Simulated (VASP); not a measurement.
Here is a VASP 6.6.1 calculation.

INCAR

```
PREC     = Accurate       # precision mode
ENCUT    = 520            # plane-wave cutoff, eV
EDIFF    = 1E-6           # SCF threshold, eV
ISMEAR   = 0              # smearing method
SIGMA    = 0.1            # smearing width, eV
LREAL    = F              # projectors in reciprocal space
LASPH    = T              # aspherical terms in the spheres
NELM     = 80             # most SCF steps
ALGO     = Normal         # electronic algorithm
ISIF     = 2              # what is computed and relaxed
LWAVE    = F              # write WAVECAR
LCHARG   = F              # write CHGCAR
GGA      = PE             # functional
NBANDS   = 31             # bands
```

Contents of KPOINTS:

```
Automatic mesh
0
Gamma
  6 6 2
```

Contents of POSCAR:

```
Hf2SeS3
1.0
    4.4630561991     -0.0000000030      0.0000000000
   -2.2315280970      3.8651200485      0.0000000000
    0.0000000000      0.0000000000      6.8212998343
Hf Se S
2 1 3
Direct
    0.6666666667      0.3333333333      0.6971061054
    0.3333333333      0.6666666667      0.3028938946
    0.0000000000      0.0000000000      0.0000000000
    0.0000000000      0.0000000000      0.5000000000
    0.6666666667      0.3333333333      0.3139291269
    0.3333333333      0.6666666667      0.6860708731
```

Potentials or basis: VASP PAW PBE potentials, release 64 (Hf_pv, Se, S).

Launch:

```sh
$ cat potpaw_PBE.64/Hf_pv/POTCAR potpaw_PBE.64/Se/POTCAR potpaw_PBE.64/S/POTCAR > POTCAR
$ mpirun -np 1 vasp_std > vasp.out
```

Q: Predict the band gap on the k mesh.

A: Zero (band 22 reaches 6.00 eV, above the bottom of band 23 at 5.77 eV).

Q: Estimate the pressure.

A: -0.7 GPa.

Q: What does it give for the largest force?

A: 0.079 eV/Å.

Stress tensor (GPa, compression positive):
```
-0.80  0.00  0.00
 0.00 -0.80  0.00
 0.00  0.00 -0.59
```

Caveat: the k points lie up to 0.46 Å⁻¹ apart; spin-orbit coupling is left out, which moves the levels of the heavy elements.
